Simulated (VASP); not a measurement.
# CdF2 (Fm-3m) in VASP: a series of runs, part 2 of 2

VASP 6.6.1. The steps go on from the part before.

### Step 4. Relaxation of cell and atoms, PBE

Input file INCAR:

```
PREC = Accurate
ENCUT = 600
EDIFF = 1E-7
ISMEAR = 0
SIGMA = 0.01
LREAL = False
LASPH = True
NELM = 60
ALGO = Normal
ISIF = 3
LWAVE = False
LCHARG = False
GGA = PE
IBRION = 2
NSW = 80
EDIFFG = -0.001
```

Input file KPOINTS:

```
Automatic mesh
0
Gamma
  8 8 8
```

Input file POSCAR:

```
CdF2
1.0
    0.0000000000      2.7406495329      2.7406495329
    2.7406495329      0.0000000000      2.7406495329
    2.7406495329      2.7406495329      0.0000000000
Cd F
1 2
Direct
    0.0000000000      0.0000000000      0.0000000000
    0.7500000000      0.7500000000      0.7500000000
    0.2500000000      0.2500000000      0.2500000000
```

Potentials or basis: VASP PAW PBE potentials, release 64 (Cd, F).

Started as:

```bash
cat potpaw_PBE.64/Cd/POTCAR potpaw_PBE.64/F/POTCAR > POTCAR
mpirun -np 1 vasp_std > vasp.out
```

OUTCAR:

```text
PREC = Accurate
   ENCUT = 600
   EDIFF = 1E-7
   ISMEAR = 0
   LREAL = False
   LASPH = True
   NELM = 60
   ISIF = 3
   GGA = PE
   IBRION = 2
   NSW = 80
   EDIFFG = -0.001

 ion  position               nearest neighbor table
   1  0.000  0.000  0.000-   2 2.37   2 2.37   2 2.37   3 2.37   3 2.37   3 2.37   3 2.37   2 2.37

   2  0.750  0.750  0.750-   1 2.37   1 2.37   1 2.37   1 2.37
   3  0.250  0.250  0.250-   1 2.37   1 2.37   1 2.37   1 2.37

  LATTYP: Found a face centered cubic cell.
 ALAT       =     5.4812990658

  Lattice vectors:

 A1 = (   0.0000000000,   2.7406495329,   2.7406495329)
 A2 = (   2.7406495329,   0.0000000000,   2.7406495329)
 A3 = (   2.7406495329,   2.7406495329,   0.0000000000)

Analysis of symmetry for initial positions (statically):
=====================================================================
 Subroutine PRICEL returns:
 Original cell was already a primitive cell.

 Routine SETGRP: Setting up the symmetry group for a
 face centered cubic supercell.

 Subroutine GETGRP returns: Found 48 space group operations
 (whereof 48 operations were pure point group operations)
 out of a pool of 48 trial point group operations.

The static configuration has the point symmetry O_h .

Analysis of symmetry for dynamics (positions and initial velocities):
=====================================================================
 Subroutine PRICEL returns:
 Original cell was already a primitive cell.

 Routine SETGRP: Setting up the symmetry group for a
 face centered cubic supercell.

 Subroutine GETGRP returns: Found 48 space group operations
 (whereof 48 operations were pure point group operations)
 out of a pool of 48 trial point group operations.

The dynamic configuration has the point symmetry O_h .

 Subroutine INISYM returns: Found 48 space group operations
 (whereof 48 operations are pure point group operations),
 and found     1 'primitive' translations

----------------------------------------------------------------------------------------

                                     Primitive cell

  volume of cell :      41.1709

  direct lattice vectors                    reciprocal lattice vectors
     0.000000000  2.740649533  2.740649533    -0.182438504  0.182438504  0.182438504
     2.740649533  0.000000000  2.740649533     0.182438504 -0.182438504  0.182438504
     2.740649533  2.740649533  0.000000000     0.182438504  0.182438504 -0.182438504

  length of vectors
     3.875863739  3.875863739  3.875863739     0.315992758  0.315992758  0.315992758

  position of ions in fractional coordinates (direct lattice)
     0.000000000  0.000000000  0.000000000
     0.750000000  0.750000000  0.750000000
     0.250000000  0.250000000  0.250000000

  ion indices of the primitive-cell ions
   primitive index   ion index
                 1           1
                 2           2
                 3           3

----------------------------------------------------------------------------------------

[... 31 lines left out ...]
  0.125000  0.125000  0.000000      6.000000
[... 16 lines left out ...]
  0.500000  0.250000  0.125000     48.000000
 -0.375000  0.250000  0.125000     24.000000
 [... further k-points ...]
   k-points           NKPTS =     29   k-points in BZ     NKDIM =     29   number of bands    NBANDS=     17
   number of dos      NEDOS =    301   number of ions     NIONS =      3
   total plane-waves  NPLWV =  32768
   dimension x,y,z NGX =    32 NGY =   32 NGZ =   32
   dimension x,y,z NGXF=    64 NGYF=   64 NGZF=   64
   ions per type =               1   2
   NGX,Y,Z   is equivalent  to a cutoff of  13.73, 13.73, 13.73 a.u.
   NGXF,Y,Z  is equivalent  to a cutoff of  27.45, 27.45, 27.45 a.u.
 SYSTEM =  unknown system
   PREC   = accura    normal or accurate (medium, high low for compatibility)
   ISTART =      0    job   : 0-new  1-cont  2-samecut
   ICHARG =      2    charge: 1-file 2-atom 10-const
   ISPIN  =      1    spin polarized calculation?
   LNONCOLLINEAR =      F non collinear calculations
   LSORBIT =      F    spin-orbit coupling
   LASPH  =      T    aspherical Exc in radial PAW
   ENCUT  =  600.0 eV  44.10 Ry    6.64 a.u.   7.74  7.74  7.74*2*pi/ulx,y,z
   NELM   =     60;   NELMIN=  2; NELMDL= -5     # of ELM steps
   EDIFF  = 0.1E-06   stopping-criterion for ELM
   LREAL  =      F    real-space projection
   EDIFFG = -.1E-02   stopping-criterion for IOM
   NSW    =     80    number of steps for IOM
   IBRION =      2    ionic relax: 0-MD 1-quasi-New 2-CG
   NFREE  =      1    steps in history (QN), initial steepest desc. (CG)
   ISIF   =      3    stress and relaxation
   ISYM   =      2    0-nonsym 1-usesym 2-fastsym
   POTIM  = 0.5000    time-step for ionic-motion
   TEBEG  =    0.0;   TEEND  =   0.0 temperature during run
   PSTRESS=    0.0 pullay stress
   NELECT =      26.0000    total number of electrons
   NUPDOWN=      -1.0000    fix difference up-down
   EMIN   =  10.00;   EMAX   =-10.00  energy-range for DOS
   EFERMI =   0.00;   METHOD = LEGACY
   ISMEAR =     0;   SIGMA  =   0.01  broadening in eV -4-tet -1-fermi 0-gaus
   EFERMI_NEDOS =   21; number of points for ismear=-14 and -15
   IALGO  =     38    algorithm
   IMIX   =      4    mixing-type and parameters
     AMIX     =   0.40;   BMIX     =  1.00
     AMIX_MAG =   1.60;   BMIX_MAG =  1.00
  volume/ion in A,a.u.               =      13.72        92.61
  Fermi-wavevector in a.u.,A,eV,Ry     =   1.404545  2.654206 26.840863  1.972748
  Thomas-Fermi vector in A             =   2.527096
   LORBIT       =      0    0 simple, 1 ext, 2 COOP (PROOUT), +10 PAW based schemes
   GGA     = PE    functional components
   LHFCALC =     F    Hartree Fock is set to
   AEXX    =    0.0000 exact exchange contribution
   IVDW    =     0    specifies the selected vdW correction
   LEPSILON=     F    determine dielectric tensor
   LRPA    =     F    only Hartree local field effects (RPA)
 conjugate gradient relaxation of ions
 non-spin polarized calculation
 Gauss-broadening in eV      SIGMA  =   0.01
  energy-cutoff  :      600.00
  volume of cell :       41.17
 maximum number of plane-waves:      1387
   NGX = 15   NGY = 15   NGZ = 15

--------------------------------------- Ionic step        1  -------------------------------------------

 number of electron      25.9999991 magnetization

 Free energy of the ion-electron system (eV)
  ---------------------------------------------------
  ext. energy  EPLUGINS =         0.00000000
  ---------------------------------------------------
  free energy    TOTEN  =       -10.90850269 eV

  energy without entropy =      -10.90850269  energy(sigma->0) =      -10.90850269

------------------------ aborting loop because EDIFF is reached ----------------------------------------

  FORCE on cell =-STRESS in cart. coord.  units (eV):
  Direction    XX          YY          ZZ          XY          YZ          ZX
  --------------------------------------------------------------------------------------
  -------------------------------------------------------------------------------------
  Total        0.0940575      0.0940575      0.0940575      0.0000000      0.0000000      0.0000000
  in kB        3.6602741      3.6602741      3.6602741      0.0000000      0.0000000      0.0000000
  external PRESSURE =       3.6602741 kB  Pullay stress =       0.0000000 kB
[... 61 lines left out ...]
--------------------------------------- Ionic step        3  -------------------------------------------

 number of electron      25.9999993 magnetization

 Free energy of the ion-electron system (eV)
  ---------------------------------------------------
  ext. energy  EPLUGINS =         0.00000000
  ---------------------------------------------------
  free energy    TOTEN  =       -10.90868240 eV

  energy without entropy =      -10.90868240  energy(sigma->0) =      -10.90868240

 E-fermi :  -1.6062     XC(G=0): -10.1141

 val. band max:       -1.7131449749   @ k =  -0.2500   0.5000   0.2500
 cond. band min:       1.1609062283   @ k =   0.0000   0.0000   0.0000
 fundamental gap:      2.8740512032
 Fermi energy:        -1.6062298444

 k-point     1 :       0.0000    0.0000    0.0000
  band No.  band energies     occupation
      1     -22.2276      2.00000
      2     -21.2683      2.00000
      3      -7.1846      2.00000
      4      -7.1846      2.00000
      5      -7.1846      2.00000
      6      -6.2040      2.00000
[... 457 lines left out ...]
      4      -6.7100      2.00000
      5      -6.2283      2.00000
      6      -6.2195      2.00000
[... 9 lines left out ...]
     16      10.7972      0.00000
     17      11.8104      0.00000

 [... further k-points ...]

------------------------ aborting loop because EDIFF is reached ----------------------------------------

  FORCE on cell =-STRESS in cart. coord.  units (eV):
  Direction    XX          YY          ZZ          XY          YZ          ZX
  --------------------------------------------------------------------------------------
  -------------------------------------------------------------------------------------
  Total        0.0008525      0.0008525      0.0008525     -0.0000000     -0.0000000      0.0000000
  in kB        0.0330498      0.0330498      0.0330498     -0.0000000     -0.0000000      0.0000000
  external PRESSURE =       0.0330498 kB  Pullay stress =       0.0000000 kB
[... 18 lines left out ...]
  FREE ENERGIE OF THE ION-ELECTRON SYSTEM (eV)
  ---------------------------------------------------
  free  energy   TOTEN  =       -10.9086824001 eV

  energy  without entropy=      -10.9086824001  energy(sigma->0) =      -10.90868240

 reached required accuracy - stopping structural energy minimisation
```

OSZICAR:

```text
N       E                     dE             d eps       ncg     rms          rms(c)
DAV:   1     0.224482766440E+03    0.22448E+03   -0.17036E+04   994   0.173E+03
[... 26 lines left out ...]
       N       E                     dE             d eps       ncg     rms          rms(c)
DAV:   1    -0.109088183888E+02   -0.14165E-03   -0.28854E-03  1001   0.645E-01    0.911E-02
DAV:   2    -0.109086919281E+02    0.12646E-03   -0.48576E-04   995   0.211E-01    0.195E-02
DAV:   3    -0.109086827135E+02    0.92146E-05   -0.22125E-05  1005   0.888E-02    0.201E-02
DAV:   4    -0.109086818831E+02    0.83045E-06   -0.31941E-06   993   0.221E-02    0.141E-02
DAV:   5    -0.109086824276E+02   -0.54453E-06   -0.68621E-07  1035   0.102E-02    0.174E-03
DAV:   6    -0.109086824001E+02    0.27571E-07   -0.12544E-07   496   0.699E-03
   3 F= -.10908682E+02 E0= -.10908682E+02  d E =-.179709E-03
```

It took 85 s on 1 thread of Oxide Virtual Turin-like, shared host; peak memory 0.16 GiB.

What came out:

```yaml
Free_energy: -10.9087 eV
Relaxed_volume: 13.78 Å³/atom
Relaxed_cell: a = 3.881 Å, b = 3.881 Å, c = 3.881 Å, α = 60.00°, β = 60.00°, γ = 60.00°
Space_group_after_relaxing_to_0.1_Å: Fm-3m (No. 225)
Energy_gained_by_relaxing: 0.1 meV/atom
Ionic_steps: 3
Pressure_after_relaxing: 0.0 GPa
Band_gap_on_the_k_mesh: 2.87 eV (least direct gap 3.44 eV)
```

The path:
```tsv
step	energy change (eV)	largest force (eV/Å)	pressure (GPa)	volume (Å³)
1	0.0000	0.0000	0.37	41.17
2	-0.0002	0.0000	-0.06	41.36
3	-0.0002	0.0000	0.00	41.33
```

Final structure:
```
CELL_PARAMETERS angstrom
0.00000 2.74416 2.74416
2.74416 0.00000 2.74416
2.74416 2.74416 0.00000
ATOMIC_POSITIONS crystal
Cd 0.00000 0.00000 0.00000
F 0.75000 0.75000 0.75000
F 0.25000 0.25000 0.25000
```

A k mesh can miss the band edges.

### Step 5. Summary

```tsv
task	cell	cutoff (eV)	smearing	gap on the mesh (eV)	pressure (GPa)	relaxed volume (Å³/atom)
single point	a = 3.876 Å, angles 60.0°, 3 atoms	520	gaussian 0.01 eV	2.89	0.5	-
relaxation of cell and atoms	relaxed from a = 3.875 Å, angles 60.0°, 3 atoms	600	gaussian 0.02 eV	2.87	-0.1	13.79
relaxation of cell and atoms	relaxed from a = 3.876 Å, angles 60.0°, 3 atoms	600	gaussian 0.01 eV	2.87	0.0	13.78
```

Alike in all rows: level PBE; potentials or basis VASP PAW PBE potentials, release 64 (Cd, F); no spin polarisation; k mesh 8 × 8 × 8.

Total energies depend on the potentials used, so only differences within one code and one set of settings carry meaning.
